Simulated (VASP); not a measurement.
HC12, 26 atoms in the cell. The cell holds a slab with vacuum, 26 atoms: a = 5.051 Å, b = 5.051 Å, c = 22.375 Å, α = 90.00°, β = 90.00°, γ = 90.00°. 

- Program: VASP 6.6.1
- Task: single point
- Functional: PBE
- Potentials or basis: VASP PAW PBE potentials, release 64 (C, H)
- Cutoff: 520 eV
- k mesh: 5 × 5 × 1
- Occupations: gaussian, width 0.05 eV
- Spin: no spin polarisation
- Dipole correction: yes
- Further INCAR settings: LREAL = Auto; ALGO = Normal; EDIFF = 1e-07; NBANDS = 68

Potentials or basis: VASP PAW PBE potentials, release 64 (C, H).

The run is started by

```sh
$ cat potpaw_PBE.64/C/POTCAR potpaw_PBE.64/H/POTCAR > POTCAR
$ mpirun -np 1 vasp_std > vasp.out
```

Hardware: 1 thread of Intel Xeon 8259CL (shared host).

Task: How long does it take, and how much memory?

Result: Run time: 26 min on 1 thread of Intel Xeon 8259CL, on a shared host, peak memory 0.67 GiB. Counts: scf iterations 33, k points 9.
